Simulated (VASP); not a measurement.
# Na (I4/mmm) in VASP: further runs

Runs on Na. Level: PBE. Tasks: single point.

All numbers are computed with VASP 6.6.1; they aren't measurements. Logs are shortened: lines on timing, memory, paths and dates and some standing lists are left out, and cuts for length are marked.

**1. The cell of the first run**

Symmetry: I4/mmm, No. 139, tetragonal system. Conventional cell: a = 4.235 Å, b = 4.235 Å, c = 4.108 Å, α = 90.00°, β = 90.00°, γ = 90.00°. Within 4.8 Å of Na (site symmetry 4/mmm) lie 14 Na at 3.63 to 4.24 Å.

**2. Single point, PBE (strain +0.000 along x and y, -0.030 along z)**

INCAR reads:

```
SYSTEM = Na
PREC = Accurate
ENCUT = 520
EDIFF = 1E-6
ISMEAR = 0
SIGMA = 0.15
LREAL = .False.
LASPH = .True.
NELM = 100
ALGO = Fast
ISIF = 2
LWAVE = .False.
LCHARG = .True.
GGA = PE
LELF = .True.
LVHAR = .True.
NBANDS = 10
```

KPOINTS reads:

```
regular mesh
0
Gamma
  16 16 16
  0 0 0
```

POSCAR reads:

```
Na
1.0
   -2.1175000000      2.1175000000      2.0539750000
    2.1175000000     -2.1175000000      2.0539750000
    2.1175000000      2.1175000000     -2.0539750000
Na
1
Direct
    0.0000000000      0.0000000000      0.0000000000
```

Potentials or basis: VASP PAW PBE potentials, release 64 (Na_pv).

Command:

```sh
cat potpaw_PBE.64/Na_pv/POTCAR > POTCAR
mpirun -np 1 vasp_std > vasp.out
```

OUTCAR:

```text
SYSTEM = Na
   PREC = Accurate
   ENCUT = 520
   EDIFF = 1E-6
   ISMEAR = 0
   LREAL = .False.
   LASPH = .True.
   NELM = 100
   ISIF = 2
   GGA = PE

 ion  position               nearest neighbor table
   1  0.000  0.000  0.000-

  LATTYP: Found a body centered tetragonal cell.
 ALAT       =     4.2350000000
 C/A-ratio  =     0.9700000000

  Lattice vectors:

 A1 = (  -2.1175000000,   2.1175000000,   2.0539750000)
 A2 = (   2.1175000000,  -2.1175000000,   2.0539750000)
 A3 = (   2.1175000000,   2.1175000000,  -2.0539750000)

Analysis of symmetry for initial positions (statically):
=====================================================================
 Subroutine PRICEL returns:
 Original cell was already a primitive cell.

 Routine SETGRP: Setting up the symmetry group for a
 body centered tetragonal supercell.

 Subroutine GETGRP returns: Found 16 space group operations
 (whereof 16 operations were pure point group operations)
 out of a pool of 16 trial point group operations.

The static configuration has the point symmetry D_4h.

Analysis of symmetry for dynamics (positions and initial velocities):
=====================================================================
 Subroutine PRICEL returns:
 Original cell was already a primitive cell.

 Routine SETGRP: Setting up the symmetry group for a
 body centered tetragonal supercell.

 Subroutine GETGRP returns: Found 16 space group operations
 (whereof 16 operations were pure point group operations)
 out of a pool of 16 trial point group operations.

The dynamic configuration has the point symmetry D_4h.

 Subroutine INISYM returns: Found 16 space group operations
 (whereof 16 operations are pure point group operations),
 and found     1 'primitive' translations

----------------------------------------------------------------------------------------

                                     Primitive cell

  volume of cell :      36.8385

  direct lattice vectors                    reciprocal lattice vectors
    -2.117500000  2.117500000  2.053975000     0.000000000  0.236127509  0.243430421
     2.117500000 -2.117500000  2.053975000     0.236127509  0.000000000  0.243430421
     2.117500000  2.117500000 -2.053975000     0.236127509  0.236127509  0.000000000

  length of vectors
     3.631311857  3.631311857  3.631311857     0.339137982  0.339137982  0.333934725

[... 77 lines left out ...]
   NELM   =    100;   NELMIN=  2; NELMDL= -5     # of ELM steps
   EDIFF  = 0.1E-05   stopping-criterion for ELM
   LREAL  =      F    real-space projection
   EDIFFG = 0.1E-04   stopping-criterion for IOM
   NSW    =      0    number of steps for IOM
   IBRION =     -1    ionic relax: 0-MD 1-quasi-New 2-CG
   NFREE  =      0    steps in history (QN), initial steepest desc. (CG)
   ISIF   =      2    stress and relaxation
   ISYM   =      2    0-nonsym 1-usesym 2-fastsym
   POTIM  = 0.5000    time-step for ionic-motion
   TEBEG  =    0.0;   TEEND  =   0.0 temperature during run
   PSTRESS=    0.0 pullay stress
   NELECT =       7.0000    total number of electrons
   NUPDOWN=      -1.0000    fix difference up-down
   EMIN   =  10.00;   EMAX   =-10.00  energy-range for DOS
   EFERMI =   0.00;   METHOD = LEGACY
   ISMEAR =     0;   SIGMA  =   0.15  broadening in eV -4-tet -1-fermi 0-gaus
   EFERMI_NEDOS =   21; number of points for ismear=-14 and -15
   IALGO  =     68    algorithm
   IMIX   =      4    mixing-type and parameters
     AMIX     =   0.40;   BMIX     =  1.00
     AMIX_MAG =   1.60;   BMIX_MAG =  1.00
  volume/ion in A,a.u.               =      36.84       248.60
  Fermi-wavevector in a.u.,A,eV,Ry     =   0.941182  1.778576 12.052356  0.885823
  Thomas-Fermi vector in A             =   2.068667
   LORBIT       =      0    0 simple, 1 ext, 2 COOP (PROOUT), +10 PAW based schemes
   GGA     = PE    functional components
   LHFCALC =     F    Hartree Fock is set to
   AEXX    =    0.0000 exact exchange contribution
   IVDW    =     0    specifies the selected vdW correction
   LEPSILON=     F    determine dielectric tensor
   LRPA    =     F    only Hartree local field effects (RPA)
 non-spin polarized calculation
 RMM-DIIS sequential band-by-band and
 Gauss-broadening in eV      SIGMA  =   0.15
  energy-cutoff  :      520.00
  volume of cell :       36.84
 maximum number of plane-waves:      1009
   NGX = 13   NGY = 13   NGZ = 13

 number of electron       7.0000001 magnetization

 Free energy of the ion-electron system (eV)
  ---------------------------------------------------
  ext. energy  EPLUGINS =         0.00000000
  ---------------------------------------------------
  free energy    TOTEN  =        -1.31399593 eV

  energy without entropy =       -1.30892793  energy(sigma->0) =       -1.31146193

 E-fermi :   0.3487     XC(G=0):  -6.5185

 val. band max:        0.3417499432   @ k =  -0.3125   0.3125   0.3125
 cond. band min:       0.3690270864   @ k =   0.4375   0.0000   0.0000
 fundamental gap:      0.0272771432
 Fermi energy:         0.3487375839

 k-point     1 :       0.0000    0.0000    0.0000
  band No.  band energies     occupation
      1     -24.5481      2.00000
      2     -24.5479      2.00000
      3     -24.5479      2.00000
      4      -2.9441      2.00000
      5      11.8150      0.00000
      6      12.2847      0.00000
      7      12.2847      0.00000
      8      12.8974      0.00000
      9      13.3821      0.00000
     10      13.4730      0.00000
[... 287 lines left out ...]
 k-point    24 :      -0.0625    0.0625    0.0000
  band No.  band energies     occupation
      1     -24.5493      2.00000
      2     -24.5485      2.00000
      3     -24.5479      2.00000
      4      -2.8763      2.00000
      5      10.8837      0.00000
      6      11.8341      0.00000
      7      12.0231      0.00000
      8      12.4333      0.00000
      9      12.7182      0.00000
     10      13.6451      0.00000

 [... further k-points ...]
[... 5 lines left out ...]
  --------------------------------------------------------------------------------------
  -------------------------------------------------------------------------------------
  Total       -0.0227008     -0.0227008     -0.0075215      0.0000000      0.0000000      0.0000000
  in kB       -0.9872997     -0.9872997     -0.3271255      0.0000000      0.0000000      0.0000000
  external PRESSURE =      -0.7672416 kB  Pullay stress =       0.0000000 kB

 VOLUME and BASIS-vectors are now :
 -----------------------------------------------------------------------------
  energy-cutoff  :      520.00
  volume of cell :       36.84
      direct lattice vectors                 reciprocal lattice vectors
    -2.117500000  2.117500000  2.053975000     0.000000000  0.236127509  0.243430421
     2.117500000 -2.117500000  2.053975000     0.236127509  0.000000000  0.243430421
     2.117500000  2.117500000 -2.053975000     0.236127509  0.236127509  0.000000000

 POSITION                                       TOTAL-FORCE (eV/Angst)
 -----------------------------------------------------------------------------------
      0.00000      0.00000      0.00000        -0.000000      0.000000     -0.000000
 -----------------------------------------------------------------------------------
    total drift:                                0.000000     -0.000000      0.000000

  FREE ENERGIE OF THE ION-ELECTRON SYSTEM (eV)
  ---------------------------------------------------
  free  energy   TOTEN  =        -1.3139959346 eV

  energy  without entropy=       -1.3089279298  energy(sigma->0) =       -1.31146193
```

Run time: 97 s. Hardware: 1 thread of AMD EPYC 7R43 (Zen 3), shared host; peak memory 0.19 GiB.

What came out:

* Free energy: -1.3140 eV
* Pressure: -0.1 GPa

Levels at points of the mesh, in eV from the Fermi level:
| k point | band 1 | band 2 | band 3 | band 4 | band 5 | band 6 | band 7 | band 8 |
| --- | --- | --- | --- | --- | --- | --- | --- | --- |
| (0.00, 0.00, 0.00) | -24.90 | -24.90 | -24.90 | -3.29 | 11.47 | 11.94 | 11.94 | 12.55 |
| (0.50, 0.00, 0.00) | -24.93 | -24.91 | -24.90 | 0.80 | 1.27 | 8.10 | 9.07 | 9.17 |
| (0.50, 0.50, 0.00) | -24.93 | -24.91 | -24.90 | 0.68 | 1.13 | 8.50 | 9.47 | 9.57 |
| (0.50, 0.50, 0.50) | -24.92 | -24.92 | -24.92 | 4.40 | 4.64 | 4.74 | 4.74 | 5.28 |

Caveat: the cell differs from its parent crystal (strain +0.000 along x and y, -0.030 along z).

(Part 1 of 2 ends here.)
